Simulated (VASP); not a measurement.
# NaH in VASP: notebook, part 2 of 2

VASP 6.6.1.

## Step 3: Single point, PBEsol (equal xy, yz and zx engineering shears of +0.5 %)

INCAR reads:

```
SYSTEM = NaH
PREC = Accurate
ENCUT = 520
EDIFF = 1E-6
ISMEAR = 0
SIGMA = 0.01
LREAL = .False.
LASPH = .True.
NELM = 100
ALGO = Normal
ISIF = 2
LWAVE = .False.
LCHARG = .False.
GGA = PS
NBANDS = 11
```

KPOINTS reads:

```
regular mesh
0
Gamma
  8 8 8
  0 0 0
```

POSCAR reads:

```
NaH
1.0
    0.0119783843      2.4016660484      2.4016660484
    2.4016660484      0.0119783843      2.4016660484
    2.4016660484      2.4016660484      0.0119783843
Na H
1 1
Direct
    0.0000000000      0.0000000000      0.0000000000
    0.5000000000      0.5000000000      0.5000000000
```

Potentials or basis: VASP PAW PBE potentials, release 64 (Na_pv, H).

Run with:

```
$ cat potpaw_PBE.64/Na_pv/POTCAR potpaw_PBE.64/H/POTCAR > POTCAR
$ mpirun -np 1 vasp_std > vasp.out
```

OUTCAR:

```text
SYSTEM = NaH
   PREC = Accurate
   ENCUT = 520
   EDIFF = 1E-6
   ISMEAR = 0
   LREAL = .False.
   LASPH = .True.
   NELM = 100
   ISIF = 2
   GGA = PS

 ion  position               nearest neighbor table
   1  0.000  0.000  0.000-
   2  0.500  0.500  0.500-

  LATTYP: Found a trigonal (rhomboedric) cell.
 ALAT       =     3.3964898201
 COS(alpha) =     0.5049812504

  Lattice vectors:

 A1 = (   0.0119783843,   2.4016660484,   2.4016660484)
 A2 = (   2.4016660484,   0.0119783843,   2.4016660484)
 A3 = (   2.4016660484,   2.4016660484,   0.0119783843)

Analysis of symmetry for initial positions (statically):
=====================================================================
 Subroutine PRICEL returns:
 Original cell was already a primitive cell.

 Routine SETGRP: Setting up the symmetry group for a
 trigonal (rhombohedral) supercell.

 Subroutine GETGRP returns: Found 12 space group operations
 (whereof 12 operations were pure point group operations)
 out of a pool of 12 trial point group operations.

The static configuration has the point symmetry D_3d.

Analysis of symmetry for dynamics (positions and initial velocities):
[... 172 lines left out ...]
      4      -4.8092      2.00000
      5       9.6292      0.00000
      6      14.4587      0.00000
      7      14.6366      0.00000
      8      14.6366      0.00000
      9      15.4570      0.00000
     10      15.6481      0.00000
     11      15.6481      0.00000
[... 309 lines left out ...]
 k-point    24 :       0.3750    0.1250    0.1250
  band No.  band energies     occupation
      1     -23.0329      2.00000
      2     -22.9863      2.00000
      3     -22.9746      2.00000
      4      -3.1816      2.00000
      5       5.4646      0.00000
      6       8.4704      0.00000
      7      12.9703      0.00000
      8      13.2716      0.00000
      9      16.0706      0.00000
     10      16.6164      0.00000
     11      18.7106      0.00000

 [... further k-points ...]

------------------------ aborting loop because EDIFF is reached ----------------------------------------

  FORCE on cell =-STRESS in cart. coord.  units (eV):
  Direction    XX          YY          ZZ          XY          YZ          ZX
  --------------------------------------------------------------------------------------
  -------------------------------------------------------------------------------------
  Total       -0.0027742     -0.0027742     -0.0027742     -0.0194104     -0.0194104     -0.0194104
  in kB       -0.1616401     -0.1616401     -0.1616401     -1.1309397     -1.1309397     -1.1309397
  external PRESSURE =      -0.1616401 kB  Pullay stress =       0.0000000 kB

 VOLUME and BASIS-vectors are now :
 -----------------------------------------------------------------------------
  energy-cutoff  :      520.00
  volume of cell :       27.50
      direct lattice vectors                 reciprocal lattice vectors
     0.011978384  2.401666048  2.401666048    -0.209752843  0.208711886  0.208711886
     2.401666048  0.011978384  2.401666048     0.208711886 -0.209752843  0.208711886
     2.401666048  2.401666048  0.011978384     0.208711886  0.208711886 -0.209752843

 POSITION                                       TOTAL-FORCE (eV/Angst)
 -----------------------------------------------------------------------------------
      0.00000      0.00000      0.00000        -0.000000      0.000000     -0.000000
      2.40766      2.40766      2.40766         0.000000     -0.000000      0.000000
 -----------------------------------------------------------------------------------
    total drift:                               -0.000000     -0.000000     -0.000000

  FREE ENERGIE OF THE ION-ELECTRON SYSTEM (eV)
  ---------------------------------------------------
  free  energy   TOTEN  =        -5.0857625094 eV

  energy  without entropy=       -5.0857625094  energy(sigma->0) =       -5.08576251
```

OSZICAR:

```text
N       E                     dE             d eps       ncg     rms          rms(c)
DAV:   1     0.386658880214E+02    0.38666E+02   -0.46256E+03  1433   0.754E+02
DAV:   2    -0.407592211711E+01   -0.42742E+02   -0.41862E+02  1489   0.200E+02
DAV:   3    -0.545589006210E+01   -0.13800E+01   -0.13782E+01  1723   0.338E+01
DAV:   4    -0.546468168251E+01   -0.87916E-02   -0.87908E-02  1680   0.267E+00
DAV:   5    -0.546475188559E+01   -0.70203E-04   -0.70202E-04  1622   0.249E-01    0.292E+00
DAV:   6    -0.516599126447E+01    0.29876E+00   -0.29238E-01  1715   0.328E+00    0.136E+00
DAV:   7    -0.508341130445E+01    0.82580E-01   -0.26958E-01  1628   0.229E+00    0.324E-01
DAV:   8    -0.508577606639E+01   -0.23648E-02   -0.65860E-03  1622   0.973E-01    0.628E-02
DAV:   9    -0.508577239579E+01    0.36706E-05   -0.66274E-04  1735   0.314E-01    0.187E-02
DAV:  10    -0.508576166589E+01    0.10730E-04   -0.38672E-05  1619   0.423E-02    0.283E-03
DAV:  11    -0.508576250941E+01   -0.84352E-06   -0.11479E-06  1610   0.624E-03
   1 F= -.50857625E+01 E0= -.50857625E+01  d E =-.361269E-13
```

Wall time 22 s (1 thread of Intel Xeon 8259CL, shared host); peak memory 0.16 GiB.

Results:

```yaml
Free_energy: -5.0858 eV
Pressure: 0.0 GPa
Band_gap_on_the_k_mesh: 3.56 eV (least direct gap 4.50 eV)
```

Levels at points of the mesh, in eV from the valence-band top:
| k point | band 1 | band 2 | band 3 | band 4 | band 5 | band 6 | band 7 | band 8 |
| --- | --- | --- | --- | --- | --- | --- | --- | --- |
| (0.00, 0.00, 0.00) | -21.96 | -21.96 | -21.96 | -3.80 | 10.64 | 15.47 | 15.65 | 15.65 |
| (0.50, 0.00, 0.00) | -22.06 | -21.97 | -21.97 | -0.90 | 3.62 | 10.79 | 13.31 | 13.41 |
| (0.50, 0.50, 0.00) | -22.05 | -21.99 | -21.99 | -0.19 | 4.46 | 9.87 | 10.59 | 10.72 |
| (0.50, 0.50, 0.50) | -22.06 | -21.97 | -21.97 | -0.94 | 3.56 | 10.86 | 13.46 | 13.46 |

Caveat: the cell differs from its parent crystal (equal xy, yz and zx engineering shears of +0.5 %); the PAW data sets were made with another functional, which shifts forces and pressure a little.

## Step 4: Single point, PBEsol (0.01, 0.01] A)

INCAR reads:

```
SYSTEM = NaH
ALGO     = Normal         ! electronic algorithm
EDIFF    = 1E-7           ! SCF threshold, eV
ENCUT    = 520            ! plane-wave cutoff, eV
GGA      = PS             ! functional
ISIF     = 2              ! what is computed and relaxed
ISMEAR   = 0              ! smearing method
LASPH    = .True.         ! aspherical terms in the spheres
LCHARG   = .False.        ! write CHGCAR
LREAL    = .False.        ! projectors in reciprocal space
LWAVE    = .False.        ! write WAVECAR
NBANDS   = 11             ! bands
NELM     = 60             ! most SCF steps
PREC     = Accurate       ! precision mode
SIGMA    = 0.01           ! smearing width, eV
```

KPOINTS reads:

```
k-points
0
Gamma
  8 8 8
  0 0 0
```

POSCAR reads:

```
NaH
1.0
    0.0000000000      2.3956768562      2.3956768562
    2.3956768562      0.0000000000      2.3956768562
    2.3956768562      2.3956768562      0.0000000000
Na H
1 1
Direct
    0.0020870928      0.0020870928      0.0020870928
    0.5000000000      0.5000000000      0.5000000000
```

Run with:

```
$ cat potpaw_PBE.64/Na_pv/POTCAR potpaw_PBE.64/H/POTCAR > POTCAR
$ mpirun -np 1 vasp_std > vasp.out
```

Wall time 24 s (1 thread of Intel Xeon 8259CL, shared host); peak memory 0.16 GiB.

Results (log left out):

* Free energy: -5.0858 eV
* Pressure: 0.0 GPa
* Largest force: 0.017 eV/Å
* Band gap on the k mesh: 3.60 eV (least direct gap 4.51 eV)

Forces on the atoms (eV/Å):
```
Na  -0.010 -0.010 -0.010
H    0.010  0.010  0.010
```

Levels at points of the mesh, in eV from the valence-band top:
```tsv
k point	band 2	band 3	band 4	band 5	band 6	band 7
(0.00, 0.00, 0.00)	-21.96	-21.96	-3.80	10.64	15.59	15.59
(0.50, 0.00, 0.00)	-21.97	-21.97	-0.91	3.60	10.80	13.39
(0.50, 0.50, 0.50)	-21.97	-21.97	-0.91	3.60	10.81	13.39
(0.50, 0.50, 0.00)	-21.99	-21.99	-0.19	4.46	9.87	10.65
```

Caveat: the cell differs from its parent crystal (0.01, 0.01] A); the PAW data sets were made with another functional, which shifts forces and pressure a little. A k mesh can miss the band edges.

## Step 5: Single point, PBEsol (-0.01, -0.01] A)

INCAR reads:

```
PREC = Accurate ; ENCUT = 520
EDIFF = 1E-7 ; ISMEAR = 0
SIGMA = 0.01 ; LREAL = False
LASPH = True ; NELM = 60
ALGO = Normal ; ISIF = 2
LWAVE = False ; LCHARG = False
GGA = PS ; NBANDS = 11
```

KPOINTS reads:

```
regular mesh
0
Gamma
  8 8 8
```

Changes to POSCAR since step 4:

```diff
@@ -8,3 +8,3 @@
 Direct
-    0.0020870928      0.0020870928      0.0020870928
+   -0.0020870928     -0.0020870928     -0.0020870928
     0.5000000000      0.5000000000      0.5000000000
```

Run with:

```
$ cat potpaw_PBE.64/Na_pv/POTCAR potpaw_PBE.64/H/POTCAR > POTCAR
$ mpirun -np 1 vasp_std > vasp.out
```

It took 30 s on 1 thread of Intel Xeon 8259CL, shared host; peak memory 0.16 GiB.

It converged, with:

* Free energy: -5.0858 eV
* Pressure: 0.0 GPa
* Largest force: 0.017 eV/Å
* Band gap on the k mesh: 3.60 eV (least direct gap 4.51 eV)

Forces on the atoms (eV/Å):
```
Na   0.010  0.010  0.010
H   -0.010 -0.010 -0.010
```

Levels at points of the mesh, in eV from the valence-band top:
| k point | band 1 | band 2 | band 3 | band 4 | band 5 | band 6 | band 7 | band 8 |
| --- | --- | --- | --- | --- | --- | --- | --- | --- |
| (0.00, 0.00, 0.00) | -21.96 | -21.96 | -21.96 | -3.80 | 10.64 | 15.59 | 15.59 | 15.59 |
| (0.50, 0.00, 0.00) | -22.06 | -21.97 | -21.97 | -0.91 | 3.60 | 10.80 | 13.39 | 13.39 |
| (0.50, 0.50, 0.50) | -22.06 | -21.97 | -21.97 | -0.91 | 3.60 | 10.81 | 13.39 | 13.39 |
| (0.50, 0.50, 0.00) | -22.05 | -21.99 | -21.99 | -0.19 | 4.46 | 9.87 | 10.65 | 10.66 |

Caveat: the cell differs from its parent crystal (-0.01, -0.01] A); the PAW data sets were made with another functional, which shifts forces and pressure a little. A k mesh can miss the band edges.

## Step 6: The runs side by side

| cell | gap on the mesh (eV) | pressure (GPa) | largest force (eV/Å) |
| --- | --- | --- | --- |
| a = 3.380 Å, angles 60.3°, 2 atoms, atomic positions A | 3.59 | 0.0 | - |
| a = 3.396 Å, angles 59.7°, 2 atoms, atomic positions A | 3.56 | 0.0 | - |
| a = 3.388 Å, angles 60.0°, 2 atoms, atomic positions A | 3.60 | 0.0 | 0.02 |
| a = 3.388 Å, angles 60.0°, 2 atoms, atomic positions B | 3.60 | 0.0 | 0.02 |

Alike in all rows: task single point; level PBEsol; potentials or basis VASP PAW PBE potentials, release 64 (Na_pv, H); no spin polarisation; k mesh 8 × 8 × 8; cutoff (eV) 520; smearing gaussian 0.01 eV.

Caveats: the PAW data sets were made with another functional, which shifts forces and pressure a little.

Absolute energies hang on the potentials; compare differences alone.
